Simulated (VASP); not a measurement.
CoC2:

```xyz
6
Lattice="0.0000 2.9391 2.9391 2.9391 0.0000 2.9391 2.9391 2.9391 0.0000" Properties=species:S:1:pos:R:3 pbc="T T T"
Co    0.0000    0.0000    0.0000
Co    1.4696    1.4696    1.4696
C     3.6739    3.6739    3.6739
C     3.6739    2.2043    2.2043
C     2.2043    2.2043    3.6739
C     2.2043    3.6739    2.2043
```

| Property | Result |
| --- | --- |
| Program | VASP 6.6.1 |
| Task | relaxation of cell and atoms |
| Functional | PBE |
| Potentials or basis | VASP PAW PBE potentials, release 64 (Co, C) |
| Cutoff | 600 eV |
| k mesh | 6 × 6 × 6 |
| Occupations | gaussian, width 0.1 eV |
| Spin | collinear spin, ferromagnetic start |
| Starting moments | [1.37, 1.37, 0.0, 0.0, 0.0, 0.0] μB |

At the start: pressure -11.5 GPa; volume 8.46 Å³/atom.

Task: How do energy, volume and symmetry change on relaxing?

Result: Over 3 steps the energy falls by 22.3 meV/atom and the volume is 7.88 Å³/atom (-6.9 %); space group Fd-3m (No. 227, to 0.05 Å); moment 2.25 μB per cell.

The path:
```tsv
step	energy change (eV)	largest force (eV/Å)	pressure (GPa)	volume (Å³)
1	0.0000	0.0000	-11.49	50.78
2	-0.1252	0.0000	3.32	46.45
3	-0.1337	0.0000	0.04	47.26
```

Final structure:
```
Co C
1.0
     0.00000    2.86956    2.86956
     2.86956    0.00000    2.86956
     2.86956    2.86956    0.00000
Co C
2 4
Direct
  0.00000 0.00000 0.00000
  0.25000 0.25000 0.25000
  0.62500 0.62500 0.62500
  0.12500 0.62500 0.62500
  0.62500 0.62500 0.12500
  0.62500 0.12500 0.62500
```
